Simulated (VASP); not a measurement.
# GaAs (F-43m) in VASP: single point with PBEsol

Aim: the single point of GaAs with PBEsol.

All numbers are computed with VASP 6.6.1; they aren't measurements. Logs are shortened: lines on timing, memory, paths and dates and some standing lists are left out, and cuts for length are marked.

## (1) The cell of the first run

The structure is cubic, space group F-43m (No. 216). The conventional cell has a = 5.602 Å, b = 5.602 Å, c = 5.602 Å, α = 90.00°, β = 90.00°, γ = 90.00°. Ga (site symmetry -43m) has 4 As at 2.43 Å within 3.2 Å. Within 3.2 Å of As (site symmetry -43m) lie 4 Ga at 2.43 Å.

## (2) Single point, PBEsol, non-collinear spin, zero start, spin-orbit coupling

INCAR

```
  PREC = Accurate
  ENCUT = 500
  EDIFF = 1E-6
  ISMEAR = 0
  SIGMA = 0.01
  LREAL = F
  LASPH = T
  NELM = 200
  ALGO = Normal
  ISIF = 2
  LWAVE = F
  LCHARG = F
  MAGMOM = 0 0 0 0 0 0
  LORBIT = 11
  LSORBIT = T
  GGA_COMPAT = F
  LORBMOM = T
  GGA = PS
  NBANDS = 30
```

KPOINTS

```
regular mesh
0
Gamma
  10 10 10
```

POSCAR

```
GaAs
1.0
    0.0000000000      2.8012231264      2.8012231264
    2.8012231264      0.0000000000      2.8012231264
    2.8012231264      2.8012231264      0.0000000000
Ga As
1 1
Direct
    0.0000000000      0.0000000000      0.0000000000
    0.2500000000      0.2500000000      0.2500000000
```

Potentials or basis: VASP PAW PBE potentials, release 64 (Ga_d, As).

The run is started by

```bash
$ cat potpaw_PBE.64/Ga_d/POTCAR potpaw_PBE.64/As/POTCAR > POTCAR
$ mpirun -np 1 vasp_ncl > vasp.out
```

OUTCAR:

```text
PREC = Accurate
   ENCUT = 500
   EDIFF = 1E-6
   ISMEAR = 0
   LREAL = F
   LASPH = T
   NELM = 200
   ISIF = 2
   LORBIT = 11
   LSORBIT = T
   GGA = PS

 ion  position               nearest neighbor table
   1  0.000  0.000  0.000-   2 2.43   2 2.43   2 2.43   2 2.43
   2  0.250  0.250  0.250-   1 2.43   1 2.43   1 2.43   1 2.43

  LATTYP: Found a face centered cubic cell.
 ALAT       =     5.6024462528

  Lattice vectors:

 A1 = (   0.0000000000,   2.8012231264,   2.8012231264)
 A2 = (   2.8012231264,   0.0000000000,   2.8012231264)
 A3 = (   2.8012231264,   2.8012231264,   0.0000000000)

Analysis of symmetry for initial positions (statically):
=====================================================================
 Subroutine PRICEL returns:
 Original cell was already a primitive cell.

 Routine SETGRP: Setting up the symmetry group for a
 face centered cubic supercell.

 Subroutine GETGRP returns: Found 24 space group operations
 (whereof 24 operations were pure point group operations)
 out of a pool of 48 trial point group operations.

The static configuration has the point symmetry T_d .

Analysis of symmetry for dynamics (positions and initial velocities):
=====================================================================
 Subroutine PRICEL returns:
 Original cell was already a primitive cell.

 Routine SETGRP: Setting up the symmetry group for a
 face centered cubic supercell.

 Subroutine GETGRP returns: Found 24 space group operations
 (whereof 24 operations were pure point group operations)
 out of a pool of 48 trial point group operations.

The dynamic configuration has the point symmetry T_d .

Analysis of structural, dynamic, and magnetic symmetry:
=====================================================================
 Subroutine PRICEL returns:
 Original cell was already a primitive cell.

 Routine SETGRP: Setting up the symmetry group for a
 face centered cubic supercell.

 Subroutine GETGRP returns: Found 24 space group operations
 (whereof 24 operations were pure point group operations)
 out of a pool of 48 trial point group operations.

The overall configuration has the point symmetry T_d .

 Subroutine INISYM returns: Found 24 space group operations
 (whereof 24 operations are pure point group operations),
 and found     1 'primitive' translations

----------------------------------------------------------------------------------------

                                     Primitive cell

  volume of cell :      43.9616

  direct lattice vectors                    reciprocal lattice vectors
     0.000000000  2.801223126  2.801223126    -0.178493457  0.178493457  0.178493457
     2.801223126  0.000000000  2.801223126     0.178493457 -0.178493457  0.178493457
     2.801223126  2.801223126  0.000000000     0.178493457  0.178493457 -0.178493457

  length of vectors
     3.961527737  3.961527737  3.961527737     0.309159737  0.309159737  0.309159737

  position of ions in fractional coordinates (direct lattice)
     0.000000000  0.000000000  0.000000000
     0.250000000  0.250000000  0.250000000

  ion indices of the primitive-cell ions
   primitive index   ion index
                 1           1
                 2           2

----------------------------------------------------------------------------------------

 KPOINTS: regular mesh

Automatic generation of k-mesh.
 Grid dimensions read from file:
 generate k-points for:   10   10   10

 Generating k-lattice:

  Cartesian coordinates                     Fractional coordinates (reciprocal lattice)
    -0.017849346  0.017849346  0.017849346     0.100000000  0.000000000  0.000000000
     0.017849346 -0.017849346  0.017849346     0.000000000  0.100000000  0.000000000
     0.017849346  0.017849346 -0.017849346     0.000000000  0.000000000  0.100000000

  Length of vectors
     0.030915974  0.030915974  0.030915974

  Shift w.r.t. Gamma in fractional coordinates (k-lattice)
     0.000000000  0.000000000  0.000000000

 Subroutine IBZKPT returns following result:
 ===========================================

 Found     73 irreducible k-points:

 Following reciprocal coordinates:
            Coordinates               Weight
  0.000000  0.000000  0.000000      1.000000
  0.100000  0.000000  0.000000      4.000000
 -0.100000  0.000000  0.000000      4.000000
  0.200000  0.000000  0.000000      4.000000
 -0.200000  0.000000  0.000000      4.000000
  0.300000  0.000000  0.000000      4.000000
[... 16 lines left out ...]
  0.300000 -0.100000  0.000000     12.000000
 -0.200000  0.100000  0.000000     12.000000
 [... further k-points ...]
[... 27 lines left out ...]
   TEBEG  =    0.0;   TEEND  =   0.0 temperature during run
   PSTRESS=    0.0 pullay stress
   NELECT =      18.0000    total number of electrons
   NUPDOWN=      -1.0000    fix difference up-down
   EMIN   =  10.00;   EMAX   =-10.00  energy-range for DOS
   EFERMI =   0.00;   METHOD = LEGACY
   ISMEAR =     0;   SIGMA  =   0.01  broadening in eV -4-tet -1-fermi 0-gaus
   EFERMI_NEDOS =   21; number of points for ismear=-14 and -15
   IALGO  =     38    algorithm
   IMIX   =      4    mixing-type and parameters
     AMIX     =   0.40;   BMIX     =  1.00
     AMIX_MAG =   1.60;   BMIX_MAG =  1.00
  volume/ion in A,a.u.               =      21.98       148.33
  Fermi-wavevector in a.u.,A,eV,Ry     =   1.215648  2.297242 20.106702  1.477801
  Thomas-Fermi vector in A             =   2.351028
   LORBIT       =     11    0 simple, 1 ext, 2 COOP (PROOUT), +10 PAW based schemes
   GGA     = PS    functional components
   LHFCALC =     F    Hartree Fock is set to
   AEXX    =    0.0000 exact exchange contribution
   IVDW    =     0    specifies the selected vdW correction
   LEPSILON=     F    determine dielectric tensor
   LRPA    =     F    only Hartree local field effects (RPA)
 Gauss-broadening in eV      SIGMA  =   0.01
  energy-cutoff  :      500.00
  volume of cell :       43.96
 maximum number of plane-waves:      2278
 NGX is ok and might be reduce to    30
   NGX = 15   NGY = 15   NGZ = 15

 number of electron      18.0000013 magnetization      -0.0000000     -0.0000000     -0.0000000

 number of electron      18.0000013 magnetization       0.0000000      0.0000000      0.0000000

 number of electron      18.0000013 magnetization      -0.0000000      0.0000000     -0.0000000

 number of electron      18.0000013 magnetization       0.0000000      0.0000000     -0.0000000

 Free energy of the ion-electron system (eV)
  ---------------------------------------------------
  ext. energy  EPLUGINS =         0.00000000
  ---------------------------------------------------
  free energy    TOTEN  =        -9.09877100 eV

  energy without entropy =       -9.09877100  energy(sigma->0) =       -9.09877100

 E-fermi :   4.2696     XC(G=0):  -9.8957

 val. band max:        4.1745113773   @ k =   0.0000   0.0000   0.0000
 cond. band min:       4.7273074692   @ k =   0.0000   0.0000   0.0000
 fundamental gap:      0.5527960919
 Fermi energy:         4.2696374036

 k-point     1 :       0.0000    0.0000    0.0000
  band No.  band energies     occupation
      1     -11.0039      1.00000
      2     -11.0039      1.00000
      3     -11.0039      1.00000
      4     -11.0039      1.00000
      5     -10.5832      1.00000
      6     -10.5832      1.00000
[... 781 lines left out ...]
     29      13.3061      0.00000
     30      13.3276      0.00000

 [... further k-points ...]

------------------------ aborting loop because EDIFF is reached ----------------------------------------

  FORCE on cell =-STRESS in cart. coord.  units (eV):
  Direction    XX          YY          ZZ          XY          YZ          ZX
  --------------------------------------------------------------------------------------
  -------------------------------------------------------------------------------------
  Total        0.6639831      0.6639831      0.6639831      0.0000000      0.0000000      0.0000000
  in kB       24.1988371     24.1988371     24.1988371      0.0000000      0.0000000      0.0000000
  external PRESSURE =      24.1988371 kB  Pullay stress =       0.0000000 kB

 VOLUME and BASIS-vectors are now :
 -----------------------------------------------------------------------------
  energy-cutoff  :      500.00
  volume of cell :       43.96
      direct lattice vectors                 reciprocal lattice vectors
     0.000000000  2.801223126  2.801223126    -0.178493457  0.178493457  0.178493457
     2.801223126  0.000000000  2.801223126     0.178493457 -0.178493457  0.178493457
     2.801223126  2.801223126  0.000000000     0.178493457  0.178493457 -0.178493457

 POSITION                                       TOTAL-FORCE (eV/Angst)
 -----------------------------------------------------------------------------------
      0.00000      0.00000      0.00000        -0.000000     -0.000000     -0.000000
      1.40061      1.40061      1.40061         0.000000      0.000000      0.000000
 -----------------------------------------------------------------------------------
    total drift:                               -0.000000     -0.000000     -0.000000

  FREE ENERGIE OF THE ION-ELECTRON SYSTEM (eV)
  ---------------------------------------------------
  free  energy   TOTEN  =        -9.0987710019 eV

  energy  without entropy=       -9.0987710019  energy(sigma->0) =       -9.09877100

 orbital moment (x)

 # of ion     p       d       tot
 ----------------------------------------
  1         0.000   0.000   0.000
  2         0.000   0.000   0.000
 ----------------------------------------
            0.000   0.000   0.000

 orbital moment (y)

 # of ion     p       d       tot
 ----------------------------------------
  1         0.000   0.000   0.000
  2        -0.000  -0.000  -0.000
 ----------------------------------------
            0.000   0.000   0.000

 orbital moment (z)

 # of ion     p       d       tot
 ----------------------------------------
  1         0.000   0.000   0.000
  2         0.000   0.000   0.000
 ----------------------------------------
            0.000   0.000   0.000

 Spin-Orbit-Coupling matrix elements

 Ion:    1  E_soc:     -0.0122051
 l=   1
     0.0000000    -0.0011938    -0.0011938
    -0.0011938     0.0000000    -0.0011938
    -0.0011938    -0.0011938     0.0000000
 l=   2
     0.0000000    -0.0001674     0.0000000    -0.0001674    -0.0006730
    -0.0001674     0.0000000    -0.0005047    -0.0001674    -0.0001682
     0.0000000    -0.0005047     0.0000000    -0.0005047     0.0000000
    -0.0001674    -0.0001674    -0.0005047     0.0000000    -0.0001682
    -0.0006730    -0.0001682     0.0000000    -0.0001682     0.0000000
 l=   3
     0.0000000     0.0000000     0.0000000     0.0000000     0.0000000     0.0000000     0.0000000
     0.0000000     0.0000000     0.0000000     0.0000000     0.0000000     0.0000000     0.0000000
     0.0000000     0.0000000     0.0000000     0.0000000     0.0000000     0.0000000     0.0000000
     0.0000000     0.0000000     0.0000000     0.0000000     0.0000000     0.0000000     0.0000000
     0.0000000     0.0000000     0.0000000     0.0000000     0.0000000     0.0000000     0.0000000
     0.0000000     0.0000000     0.0000000     0.0000000     0.0000000     0.0000000     0.0000000
     0.0000000     0.0000000     0.0000000     0.0000000     0.0000000     0.0000000     0.0000000

 Ion:    2  E_soc:     -0.0238784
 l=   1
     0.0000000    -0.0039719    -0.0039719
    -0.0039719     0.0000000    -0.0039719
    -0.0039719    -0.0039719     0.0000000
 l=   2
     0.0000000    -0.0000037     0.0000000    -0.0000037    -0.0000041
    -0.0000037     0.0000000    -0.0000031    -0.0000037    -0.0000010
     0.0000000    -0.0000031     0.0000000    -0.0000031     0.0000000
    -0.0000037    -0.0000037    -0.0000031     0.0000000    -0.0000010
    -0.0000041    -0.0000010     0.0000000    -0.0000010     0.0000000
 l=   3
     0.0000000     0.0000000     0.0000000     0.0000000     0.0000000     0.0000000     0.0000000
     0.0000000     0.0000000     0.0000000     0.0000000     0.0000000     0.0000000     0.0000000
     0.0000000     0.0000000     0.0000000     0.0000000     0.0000000     0.0000000     0.0000000
     0.0000000     0.0000000     0.0000000     0.0000000     0.0000000     0.0000000     0.0000000
     0.0000000     0.0000000     0.0000000     0.0000000     0.0000000     0.0000000     0.0000000
     0.0000000     0.0000000     0.0000000     0.0000000     0.0000000     0.0000000     0.0000000
     0.0000000     0.0000000     0.0000000     0.0000000     0.0000000     0.0000000     0.0000000

 total charge

# of ion       s       p       d       tot
------------------------------------------
    1        0.884   0.831   9.999  11.714
    2        1.210   1.611   0.034   2.854
--------------------------------------------------
tot          2.094   2.442  10.033  14.569

 magnetization (x)

# of ion       s       p       d       tot
------------------------------------------
    1       -0.000  -0.000  -0.000  -0.000
    2        0.000  -0.000   0.000  -0.000
--------------------------------------------------
tot         -0.000  -0.000  -0.000  -0.000

 magnetization (y)

# of ion       s       p       d       tot
------------------------------------------
    1       -0.000   0.000   0.000  -0.000
    2        0.000  -0.000   0.000  -0.000
--------------------------------------------------
tot         -0.000  -0.000   0.000  -0.000

 magnetization (z)

# of ion       s       p       d       tot
------------------------------------------
    1        0.000  -0.000  -0.000   0.000
    2        0.000  -0.000   0.000  -0.000
--------------------------------------------------
tot          0.000  -0.000   0.000   0.000
```

Wall time 4.7 min (1 thread of Intel Xeon 8259CL, shared host); peak memory 0.36 GiB.

What came out:

- Free energy: -9.0988 eV
- Pressure: 2.4 GPa
- Net moment: 0.00 μB per cell
- Valence electrons inside the program's atomic spheres: Ga 11.71; As 2.85

Moments on the atoms (μB; x, y, z):
```
Ga  0.00 0.00 0.00
As  0.00 0.00 0.00
```

Caveat: the PAW data sets were made with another functional, which shifts forces and pressure a little.
